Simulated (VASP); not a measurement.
Runs of VASP 6.6.1 on CdTe. The structure is that of space group F-43m (No. 216), or close to it. The cells are those of the table. 

| level | potentials or basis | cell | gap on the mesh (eV) | pressure (GPa) |
| --- | --- | --- | --- | --- |
| PBE | VASP PAW PBE potentials, release 64 (Cd, Te) | a = 4.711 Å, angles 60.0°, 2 atoms | 0.53 | -0.6 |
| PBE | VASP PAW PBE potentials, release 64 (Cd, Te) | a = 4.617 Å, angles 60.0°, 2 atoms | 0.71 | (a) |
| PBEsol | VASP PAW PBE potentials, release 64 (Cd, Te) | a = 4.680 Å, angles 60.0°, 2 atoms | (b) | -2.0 |
| LDA | VASP PAW LDA potentials, release 64 (Cd, Te) | a = 4.680 Å, angles 60.0°, 2 atoms | 0.37 | -3.4 |
| PBE | VASP PAW PBE potentials, release 64 (Cd, Te) | a = 4.680 Å, angles 60.0°, 2 atoms | 0.58 | (c) |

Alike in all rows: task single point; no spin polarisation; k mesh 10 × 10 × 10; cutoff (eV) 520; smearing gaussian 0.05 eV.

**Question.** Fill in the values left out.

**Answer.** (a) 1.7; (b) 0.48; (c) 0.1.

Caveats: spin-orbit coupling is left out, which moves the levels of the heavy elements; the PAW data sets were made with another functional, which shifts forces and pressure a little (at least some runs); the cell stands under tension (at least some runs).

A k mesh can miss the band edges, and the runs leave out spin-orbit coupling on Cd, Te.
